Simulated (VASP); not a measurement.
Wanted: the native input for a VASP 6.6.1 run.

```yaml
Task: single point
Functional: PBE
Potentials_or_basis: VASP PAW PBE potentials, release 64 (Sn_d)
Cutoff: 520 eV
k_mesh: 7 × 5 × 7
Occupations: fermi-dirac, width 0.02 eV
Spin: no spin polarisation
Dipole_correction: no
Further_INCAR_settings: ALGO = Normal; EDIFF = 1e-06; NBANDS = 36
```

The structure of Sn lies in POSCAR:

```
Sn
1.0
   -3.3279730254      3.3279730254      0.0000000000
    0.0000000000      0.0000000000      6.6559460509
    3.3279730254      3.3279730254      0.0000000000
Sn
4
Direct
    0.5000000000      0.3750000000      0.2500000000
    0.0000000000      0.8750000000      0.7500000000
    0.0000000000      0.1250000000      0.2500000000
    0.5000000000      0.6250000000      0.7500000000
```

This isn't the form of Sn at room conditions, which is tetragonal (white tin).

These files were run (other wordings do the same):

INCAR

```
SYSTEM = Sn
PREC = Accurate ; ENCUT = 520
EDIFF = 1E-6 ; ISMEAR = -1
SIGMA = 0.02 ; LREAL = .False.
LASPH = .True. ; NELM = 100
ALGO = Normal ; ISIF = 2
LWAVE = .False. ; LCHARG = .True.
GGA = PE ; LELF = .True.
LVHAR = .True. ; NBANDS = 36
```

KPOINTS

```
regular mesh
0
Gamma
  7 5 7
  0 0 0
```

Potentials or basis: VASP PAW PBE potentials, release 64 (Sn_d).

The run is started by

```sh
$ cat potpaw_PBE.64/Sn_d/POTCAR > POTCAR
$ mpirun -np 1 vasp_std > vasp.out
```

It gave:

```yaml
Pressure: 0.0 GPa
Band_gap_on_the_k_mesh: zero (bands 28 and 29 overlap by 0.16 eV)
```

Caveat: spin-orbit coupling is left out, which moves the levels of the heavy elements.

Wall time 2.7 min on 1 thread of Intel(R) Xeon(R) Platinum 8259CL CPU @ 2.50GHz (Skylake/Cascade Lake) (shared host), peak memory 0.29 GiB.
